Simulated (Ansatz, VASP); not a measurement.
**C: VASP beside Ansatz**

```
CELL_PARAMETERS angstrom
0.00000 1.82332 1.61619
1.82332 0.00000 1.61619
1.82332 1.82332 0.00000
ATOMIC_POSITIONS crystal
C 0.50000 0.50000 0.50000
C 0.75000 0.75000 0.75000
```

Alike in both runs: task single point; functional LDA; k mesh 12 × 12 × 12; occupations gaussian, width 0.05 eV; no spin polarisation.

```csv
,VASP,Ansatz
version,VASP 6.6.1,Ansatz 0.2.0
potentials or method,"VASP PAW LDA potentials, release 64 (C_h), cutoff 910 eV","scalar-relativistic, plane waves, PAW"
valence electrons in the cell,8,8
```

Ansatz gave:

| Property | Result |
| --- | --- |
| gap on the k mesh at the Fermi level (eV) | 1.24 |
| least direct gap on the mesh (eV) | 3.74 |

Q: Estimate VASP's values.

A: gap on the k mesh at the Fermi level (eV): 1.23; least direct gap on the mesh (eV): 3.75.

Ansatz warns that its potentials were made for another functional, while VASP's fit it. LDA's correlation is that of Perdew and Zunger in VASP and of Perdew and Wang (1992) in Ansatz.

Noted on VASP's run: the cutoff is short for stress, so the pressure is rough.
